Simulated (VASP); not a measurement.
Write the native input for VASP 6.6.1 that does the following.

```
Task                   : single point
Functional             : LDA
Potentials or basis    : VASP PAW LDA potentials, release 64 (Si, O)
Cutoff                 : 520 eV
k mesh                 : 4 × 4 × 4
Occupations            : fermi-dirac, width 0.02 eV
Spin                   : no spin polarisation
Dipole correction      : no
Further INCAR settings : ALGO = Normal; EDIFF = 1e-06; NBANDS = 44
```

The structure of SiO2 (Cristobalite) lies in POSCAR:

```
SiO2
1.0
    4.9489423360      0.0000000000      0.0000000000
    0.0000000000      4.9489423360      0.0000000000
    0.0000000000      0.0000000000      6.8798811233
Si O
4 8
Direct
    0.3037668658      0.3037668658      0.0000000000
    0.1962331342      0.8037668658      0.2500000000
    0.6962331342      0.6962331342      0.5000000000
    0.8037668658      0.1962331342      0.7500000000
    0.2375588886      0.1121321263      0.1827535058
    0.3878678737      0.7375588886      0.4327535058
    0.7624411114      0.8878678737      0.6827535058
    0.6121321263      0.2624411114      0.9327535058
    0.7375588886      0.3878678737      0.5672464942
    0.8878678737      0.7624411114      0.3172464942
    0.2624411114      0.6121321263      0.0672464942
    0.1121321263      0.2375588886      0.8172464942
```

One way to write it, as run:

INCAR

```
SYSTEM = SiO2
PREC = Accurate ; ENCUT = 520
EDIFF = 1E-6 ; ISMEAR = -1
SIGMA = 0.02 ; LREAL = .FALSE.
LASPH = .TRUE. ; NELM = 100
ALGO = Normal ; ISIF = 2
LWAVE = .FALSE. ; LCHARG = .FALSE.
GGA = CA ; NBANDS = 44
```

KPOINTS

```
regular mesh
0
G
  4 4 4
  0 0 0
```

Potentials or basis: VASP PAW LDA potentials, release 64 (Si, O).

Command:

```console
$ cat potpaw_LDA.64/Si/POTCAR potpaw_LDA.64/O/POTCAR > POTCAR
$ mpirun -np 1 vasp_std > vasp.out
```

It gave:

* Pressure: 0.6 GPa
* Largest force: 0.028 eV/Å
* Band gap on the k mesh: 5.55 eV, direct

It took 3.6 min on 1 thread of Intel Xeon 8259CL (shared host), peak memory 0.27 GiB.
